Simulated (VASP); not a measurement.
Input of a VASP 6.6.1 run:

The input INCAR:

```
SYSTEM = WC
ALGO     = Normal         ! electronic algorithm
EDIFF    = 1E-6           ! SCF threshold, eV
ENCUT    = 520            ! plane-wave cutoff, eV
ISIF     = 2              ! what is computed and relaxed
ISMEAR   = -1             ! smearing method
LASPH    = .True.         ! aspherical terms in the spheres
LCHARG   = .True.         ! write CHGCAR
LELF     = .True.         ! ELF
LREAL    = .False.        ! projectors in reciprocal space
LVHAR    = .True.       
LWAVE    = .False.        ! write WAVECAR
NBANDS   = 16             ! bands
NELM     = 100            ! most SCF steps
PREC     = Accurate       ! precision mode
SIGMA    = 0.1            ! smearing width, eV
```

The input KPOINTS:

```
k-points
0
Gamma
  11 11 11
  0 0 0
```

Contents of POSCAR:

```
WC
1.0
    0.0000000000      2.1325799578      2.1325799578
    2.1325799578      0.0000000000      2.1325799578
    2.1325799578      2.1325799578      0.0000000000
W C
1 1
Direct
    0.0000000000      0.0000000000      0.0000000000
    0.5000000000      0.5000000000      0.5000000000
```

Potentials or basis: VASP PAW LDA potentials, release 64 (W_sv, C).

Run with:

```console
$ cat potpaw_LDA.64/W_sv/POTCAR potpaw_LDA.64/C/POTCAR > POTCAR
$ mpirun -np 1 vasp_std > vasp.out
```

What does it give for the pressure?

20.8 GPa.

Predict the band gap on the k mesh.

zero (band 9 reaches 14.69 eV, above the bottom of band 10 at 11.23 eV).

Caveat: spin-orbit coupling is left out, which moves the levels of the heavy elements.
